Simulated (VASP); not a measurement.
Here is a VASP 6.6.1 calculation.

INCAR

```
  ALGO = Normal
  EDIFF = 1E-6
  EDIFFG = -0.01
  ENCUT = 600
  GGA = PS
  IBRION = 2
  ISIF = 3
  ISMEAR = 0
  LASPH = True
  LCHARG = False
  LREAL = False
  LWAVE = False
  NELM = 60
  NSW = 80
  PREC = Accurate
  SIGMA = 0.1
```

KPOINTS

```
k-points
0
Gamma
  18 18 10
```

Contents of POSCAR:

```
Si
1.0
    2.6724521497      0.0000000000      0.0000000000
   -1.3362260749      2.3144114521      0.0000000000
    0.0000000000      0.0000000000      4.4936279382
Si
2
Direct
    0.3333333333      0.6666666667      0.2500000000
    0.6666666667      0.3333333333      0.7500000000
```

Potentials or basis: VASP PAW PBE potentials, release 64 (Si).

The run is started by

```console
$ cat potpaw_PBE.64/Si/POTCAR > POTCAR
$ mpirun -np 1 vasp_std > vasp.out
```

Problem. What does it give for the space group after relaxing (to 0.1 Å)?

Solution. P6_3/mmc (No. 194).

Problem. Predict the relaxed volume.

Solution. 14.00 Å³/atom.

Problem. What does it give for the band gap on the k mesh?

Solution. Zero (bands 4 and 5 overlap by 12.89 eV).

Problem. What does it give for the relaxed cell?

Solution. a = 2.664 Å, b = 2.664 Å, c = 4.556 Å, α = 90.00°, β = 90.00°, γ = 120.00°.

Final structure:
```cif
data_structure
_symmetry_space_group_name_H-M 'P 1'
_symmetry_Int_Tables_number 1
_cell_length_a 2.6644
_cell_length_b 2.6644
_cell_length_c 4.5556
_cell_angle_alpha 90.000
_cell_angle_beta 90.000
_cell_angle_gamma 120.000
_cell_volume 28.01
loop_
_atom_site_label
_atom_site_type_symbol
_atom_site_fract_x
_atom_site_fract_y
_atom_site_fract_z
_atom_site_occupancy
Si1 Si 0.33333 0.66667 0.25000 1
Si2 Si 0.66667 0.33333 0.75000 1
```

Caveat: the PAW data sets were made with another functional, which shifts forces and pressure a little. Zero-point motion and thermal expansion aren't in these numbers.
